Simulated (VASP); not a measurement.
# BiTe in VASP: single point with PBEsol

Aim: the single point of BiTe with PBEsol.

All numbers are computed with VASP 6.6.1; they aren't measurements. Logs are shortened: lines on timing, memory, paths and dates and some standing lists are left out, and cuts for length are marked.

### 1 The cell of the first run

The cell holds a wire or tube with vacuum around it, 4 atoms: a = 12.000 Å, b = 9.300 Å, c = 5.755 Å, α = 90.00°, β = 90.00°, γ = 90.00°.

### 2 Single point, PBEsol, collinear spin

INCAR

```
SYSTEM = BiTe
PREC     = Accurate       ! precision mode
ENCUT    = 520            ! plane-wave cutoff, eV
EDIFF    = 1E-7           ! SCF threshold, eV
ISMEAR   = 0              ! smearing method
SIGMA    = 0.05           ! smearing width, eV
LREAL    = .False.        ! projectors in reciprocal space
LASPH    = .True.         ! aspherical terms in the spheres
NELM     = 150            ! most SCF steps
ALGO     = Normal         ! electronic algorithm
ISIF     = 2              ! what is computed and relaxed
LWAVE    = .False.        ! write WAVECAR
LCHARG   = .False.        ! write CHGCAR
ISPIN    = 2              ! spin polarisation
MAGMOM   = 0.5 0.5 0.5 0.5 ! initial moments
LORBIT   = 11             ! projections on sites
GGA      = PS             ! functional
NBANDS   = 33             ! bands
```

KPOINTS

```
regular mesh
0
Gamma
  1 1 11
  0 0 0
```

POSCAR

```
BiTe
1.0
   12.0000000000      0.0000000000      0.0000000000
    0.0000000000      9.3000000000      0.0000000000
    0.0000000000      0.0000000000      5.7548768992
Bi Te
2 2
Direct
    0.3741120678      0.5000000000      0.0000000000
    0.6258879322      0.5000000000      0.5000000000
    0.3741120678      0.5000000000      0.5000000000
    0.6258879322      0.5000000000      0.0000000000
```

Potentials or basis: VASP PAW PBE potentials, release 64 (Bi_d, Te).

Command:

```console
$ cat potpaw_PBE.64/Bi_d/POTCAR potpaw_PBE.64/Te/POTCAR > POTCAR
$ mpirun -np 1 vasp_std > vasp.out
```

OUTCAR:

```text
SYSTEM = BiTe
   PREC = Accurate
   ENCUT = 520
   EDIFF = 1E-7
   ISMEAR = 0
   LREAL = .False.
   LASPH = .True.
   NELM = 150
   ISIF = 2
   ISPIN = 2
   LORBIT = 11
   GGA = PS

 ion  position               nearest neighbor table
   1  0.374  0.500  0.000-   3 2.88   3 2.88   4 3.02
   2  0.626  0.500  0.500-   4 2.88   4 2.88   3 3.02
   3  0.374  0.500  0.500-   1 2.88   1 2.88   2 3.02
   4  0.626  0.500  0.000-   2 2.88   2 2.88   1 3.02

  LATTYP: Found a simple orthorhombic cell.
 ALAT       =     5.7548768992
 B/A-ratio  =     1.6160206661
 C/A-ratio  =     2.0851879563

  Lattice vectors:

 A1 = (   0.0000000000,   0.0000000000,  -5.7548768992)
 A2 = (   0.0000000000,   9.3000000000,   0.0000000000)
 A3 = (  12.0000000000,   0.0000000000,   0.0000000000)

Analysis of symmetry for initial positions (statically):
=====================================================================
 Subroutine PRICEL returns:
 Original cell was already a primitive cell.

 Routine SETGRP: Setting up the symmetry group for a
 simple orthorhombic supercell.

 Subroutine GETGRP returns: Found  8 space group operations
 (whereof  4 operations were pure point group operations)
 out of a pool of  8 trial point group operations.

The static configuration has the point symmetry C_2v.
 The point group associated with its full space group is D_2h.

Analysis of symmetry for dynamics (positions and initial velocities):
=====================================================================
 Subroutine PRICEL returns:
 Original cell was already a primitive cell.

 Routine SETGRP: Setting up the symmetry group for a
 simple orthorhombic supercell.

 Subroutine GETGRP returns: Found  8 space group operations
 (whereof  4 operations were pure point group operations)
 out of a pool of  8 trial point group operations.

The dynamic configuration has the point symmetry C_2v.
 The point group associated with its full space group is D_2h.

Analysis of structural, dynamic, and magnetic symmetry:
=====================================================================
 Subroutine PRICEL returns:
 Original cell was already a primitive cell.

 Routine SETGRP: Setting up the symmetry group for a
 simple orthorhombic supercell.

 Subroutine GETGRP returns: Found  8 space group operations
 (whereof  4 operations were pure point group operations)
 out of a pool of  8 trial point group operations.

The overall configuration has the point symmetry C_2v.
 The point group associated with its full space group is D_2h.

 Subroutine INISYM returns: Found  8 space group operations
 (whereof  4 operations are pure point group operations),
 and found     1 'primitive' translations

----------------------------------------------------------------------------------------

                                     Primitive cell

  volume of cell :     642.2443

  direct lattice vectors                    reciprocal lattice vectors
    12.000000000  0.000000000  0.000000000     0.083333333  0.000000000  0.000000000
     0.000000000  9.300000000  0.000000000     0.000000000  0.107526882  0.000000000
     0.000000000  0.000000000  5.754876899     0.000000000  0.000000000  0.173765663

  length of vectors
    12.000000000  9.300000000  5.754876899     0.083333333  0.107526882  0.173765663

  position of ions in fractional coordinates (direct lattice)
     0.374112068  0.500000000  0.000000000
     0.625887932  0.500000000  0.500000000
     0.374112068  0.500000000  0.500000000
     0.625887932  0.500000000  0.000000000

  ion indices of the primitive-cell ions
   primitive index   ion index
                 1           1
                 2           2
                 3           3
                 4           4

----------------------------------------------------------------------------------------

 KPOINTS: regular mesh

Automatic generation of k-mesh.
 Grid dimensions read from file:
 generate k-points for:    1    1   11

 Generating k-lattice:

  Cartesian coordinates                     Fractional coordinates (reciprocal lattice)
     0.083333333  0.000000000  0.000000000     1.000000000  0.000000000  0.000000000
     0.000000000  0.107526882  0.000000000     0.000000000  1.000000000  0.000000000
     0.000000000  0.000000000  0.015796878     0.000000000  0.000000000  0.090909091

  Length of vectors
     0.083333333  0.107526882  0.015796878

  Shift w.r.t. Gamma in fractional coordinates (k-lattice)
     0.000000000  0.000000000  0.000000000

 Subroutine IBZKPT returns following result:
 ===========================================

 Found      6 irreducible k-points:

 Following reciprocal coordinates:
            Coordinates               Weight
  0.000000  0.000000  0.000000      1.000000
  0.000000  0.000000  0.090909      2.000000
  0.000000  0.000000  0.181818      2.000000
  0.000000  0.000000  0.272727      2.000000
  0.000000  0.000000  0.363636      2.000000
  0.000000  0.000000  0.454545      2.000000
   k-points           NKPTS =      6   k-points in BZ     NKDIM =      6   number of bands    NBANDS=     33
   number of dos      NEDOS =    301   number of ions     NIONS =      4
   total plane-waves  NPLWV = 302400
   dimension x,y,z NGX =    90 NGY =   70 NGZ =   48
   dimension x,y,z NGXF=   180 NGYF=  140 NGZF=   96
   ions per type =               2   2
   NGX,Y,Z   is equivalent  to a cutoff of  12.47, 12.51, 13.87 a.u.
   NGXF,Y,Z  is equivalent  to a cutoff of  24.94, 25.03, 27.73 a.u.
 SYSTEM =  BiTe
   PREC   = accura    normal or accurate (medium, high low for compatibility)
   ISTART =      0    job   : 0-new  1-cont  2-samecut
   ICHARG =      2    charge: 1-file 2-atom 10-const
   ISPIN  =      2    spin polarized calculation?
   LNONCOLLINEAR =      F non collinear calculations
   LSORBIT =      F    spin-orbit coupling
   LASPH  =      T    aspherical Exc in radial PAW
   ENCUT  =  520.0 eV  38.22 Ry    6.18 a.u.  22.31 17.29 10.70*2*pi/ulx,y,z
   NELM   =    150;   NELMIN=  2; NELMDL= -5     # of ELM steps
   EDIFF  = 0.1E-06   stopping-criterion for ELM
   LREAL  =      F    real-space projection
   EDIFFG = 0.1E-05   stopping-criterion for IOM
   NSW    =      0    number of steps for IOM
   IBRION =     -1    ionic relax: 0-MD 1-quasi-New 2-CG
   NFREE  =      0    steps in history (QN), initial steepest desc. (CG)
   ISIF   =      2    stress and relaxation
   ISYM   =      2    0-nonsym 1-usesym 2-fastsym
   POTIM  = 0.5000    time-step for ionic-motion
   TEBEG  =    0.0;   TEEND  =   0.0 temperature during run
   PSTRESS=    0.0 pullay stress
   NELECT =      42.0000    total number of electrons
   NUPDOWN=      -1.0000    fix difference up-down
   EMIN   =  10.00;   EMAX   =-10.00  energy-range for DOS
   EFERMI =   0.00;   METHOD = LEGACY
   ISMEAR =     0;   SIGMA  =   0.05  broadening in eV -4-tet -1-fermi 0-gaus
   EFERMI_NEDOS =   21; number of points for ismear=-14 and -15
   IALGO  =     38    algorithm
   IMIX   =      4    mixing-type and parameters
     AMIX     =   0.40;   BMIX     =  1.00
     AMIX_MAG =   1.60;   BMIX_MAG =  1.00
  volume/ion in A,a.u.               =     160.56      1083.52
  Fermi-wavevector in a.u.,A,eV,Ry     =   0.659565  1.246398  5.918895  0.435026
  Thomas-Fermi vector in A             =   1.731741
   LORBIT       =     11    0 simple, 1 ext, 2 COOP (PROOUT), +10 PAW based schemes
   GGA     = PS    functional components
   LHFCALC =     F    Hartree Fock is set to
   AEXX    =    0.0000 exact exchange contribution
   IVDW    =     0    specifies the selected vdW correction
   LEPSILON=     F    determine dielectric tensor
   LRPA    =     F    only Hartree local field effects (RPA)
 spin polarized calculation
 Gauss-broadening in eV      SIGMA  =   0.05
  energy-cutoff  :      520.00
  volume of cell :      642.24
 maximum number of plane-waves:     17327
 NGX is ok and might be reduce to    90
   NGX = 45   NGY = 35   NGZ = 21

 number of electron      42.0000006 magnetization       0.1750857

 Free energy of the ion-electron system (eV)
  ---------------------------------------------------
  ext. energy  EPLUGINS =         0.00000000
  ---------------------------------------------------
  free energy    TOTEN  =       -13.18170962 eV

  energy without entropy =      -13.17598182  energy(sigma->0) =      -13.17884572

 E-fermi :  -1.9523     XC(G=0):  -3.0310

 val. band max:       -1.9554406071   @ k =   0.0000   0.0000   0.0909
 cond. band min:      -1.8985306541   @ k =   0.0000   0.0000   0.1818
 fundamental gap:      0.0569099530
 Fermi energy:        -1.9522957172

 spin component 1

 k-point     1 :       0.0000    0.0000    0.0000
  band No.  band energies     occupation
      1     -25.1346      1.00000
      2     -25.1116      1.00000
      3     -25.0896      1.00000
      4     -25.0696      1.00000
      5     -24.9701      1.00000
      6     -24.9670      1.00000
[... 25 lines left out ...]
     32       3.7504      0.00000
     33       3.9117      0.00000

 k-point     2 :       0.0000    0.0000    0.0909
  band No.  band energies     occupation
      1     -25.1340      1.00000
      2     -25.1119      1.00000
      3     -25.0893      1.00000
      4     -25.0701      1.00000
      5     -24.9700      1.00000
      6     -24.9670      1.00000
[... 25 lines left out ...]
     32       3.4779      0.00000
     33       3.7928      0.00000
[... 106 lines left out ...]
     32       3.5661      0.00000
     33       3.9804      0.00000

 k-point     6 :       0.0000    0.0000    0.4545
  band No.  band energies     occupation
      1     -25.1233      1.00000
      2     -25.1201      1.00000
      3     -25.0823      1.00000
      4     -25.0795      1.00000
      5     -24.9689      1.00000
      6     -24.9684      1.00000
[... 25 lines left out ...]
     32       3.3280      0.00000
     33       3.6297      0.00000
 Fermi energy:        -1.9522957172

 spin component 2

 k-point     1 :       0.0000    0.0000    0.0000
  band No.  band energies     occupation
      1     -25.1234      1.00000
      2     -25.1006      1.00000
      3     -25.0760      1.00000
      4     -25.0561      1.00000
      5     -24.9576      1.00000
      6     -24.9545      1.00000
[... 25 lines left out ...]
     32       3.7799      0.00000
     33       3.9294      0.00000

 k-point     2 :       0.0000    0.0000    0.0909
  band No.  band energies     occupation
      1     -25.1228      1.00000
      2     -25.1009      1.00000
      3     -25.0757      1.00000
      4     -25.0566      1.00000
      5     -24.9575      1.00000
      6     -24.9545      1.00000
[... 25 lines left out ...]
     32       3.5111      0.00000
     33       3.8221      0.00000
[... 106 lines left out ...]
     32       3.6047      0.00000
     33       4.0255      0.00000

 k-point     6 :       0.0000    0.0000    0.4545
  band No.  band energies     occupation
      1     -25.1122      1.00000
      2     -25.1089      1.00000
      3     -25.0688      1.00000
      4     -25.0660      1.00000
      5     -24.9564      1.00000
      6     -24.9560      1.00000
[... 25 lines left out ...]
     32       3.3623      0.00000
     33       3.7520      0.00000

------------------------ aborting loop because EDIFF is reached ----------------------------------------

  FORCE on cell =-STRESS in cart. coord.  units (eV):
  Direction    XX          YY          ZZ          XY          YZ          ZX
  --------------------------------------------------------------------------------------
  -------------------------------------------------------------------------------------
  Total       -5.1719094      0.0795728     10.6102611      0.0000000      0.0000000      0.0000000
  in kB      -12.9021253      0.1985067     26.4689321      0.0000000      0.0000000      0.0000000
  external PRESSURE =       4.5884378 kB  Pullay stress =       0.0000000 kB

 VOLUME and BASIS-vectors are now :
 -----------------------------------------------------------------------------
  energy-cutoff  :      520.00
  volume of cell :      642.24
      direct lattice vectors                 reciprocal lattice vectors
    12.000000000  0.000000000  0.000000000     0.083333333  0.000000000  0.000000000
     0.000000000  9.300000000  0.000000000     0.000000000  0.107526882  0.000000000
     0.000000000  0.000000000  5.754876899     0.000000000  0.000000000  0.173765663

 POSITION                                       TOTAL-FORCE (eV/Angst)
 -----------------------------------------------------------------------------------
      4.48934      4.65000      0.00000         0.876141      0.000000      0.000000
      7.51066      4.65000      2.87744        -0.876141      0.000000      0.000000
      4.48934      4.65000      2.87744         0.822743      0.000000      0.000000
      7.51066      4.65000      0.00000        -0.822743      0.000000      0.000000
 -----------------------------------------------------------------------------------
    total drift:                                0.000000      0.000000      0.000000

  FREE ENERGIE OF THE ION-ELECTRON SYSTEM (eV)
  ---------------------------------------------------
  free  energy   TOTEN  =       -13.1817096150 eV

  energy  without entropy=      -13.1759818235  energy(sigma->0) =      -13.17884572

 total charge

# of ion       s       p       d       tot
------------------------------------------
    1        1.555   1.267   9.929  12.751
    2        1.555   1.267   9.929  12.751
    3        1.390   1.963   0.029   3.383
    4        1.390   1.963   0.029   3.383
--------------------------------------------------
tot          5.891   6.460  19.916  32.267

 magnetization (x)

# of ion       s       p       d       tot
------------------------------------------
    1       -0.000   0.039   0.000   0.039
    2       -0.000   0.039   0.000   0.039
    3        0.001  -0.003   0.001  -0.001
    4        0.001  -0.003   0.001  -0.001
--------------------------------------------------
tot          0.003   0.072   0.002   0.077
```

It took 5.7 min on 1 thread of Intel Xeon Platinum 8488C (Sapphire Rapids), shared host; peak memory 0.91 GiB.

Results:

```yaml
Free_energy: -13.1817 eV
Largest_force: 0.876 eV/Å
Net_moment: 0.18 μB per cell
Site_moments: Bi +0.04; Te -0.00 μB
Valence_electrons_inside_the_program's_atomic_spheres: Bi 12.75; Te 3.38
```

Forces on the atoms (eV/Å):
```
Bi   0.876  0.000  0.000
Bi  -0.876  0.000  0.000
Te   0.823  0.000  0.000
Te  -0.823  0.000  0.000
```

Caveat: a moment this small can come from the mesh or the smearing; the PAW data sets were made with another functional, which shifts forces and pressure a little; spin-orbit coupling is left out, which moves the levels of the heavy elements.
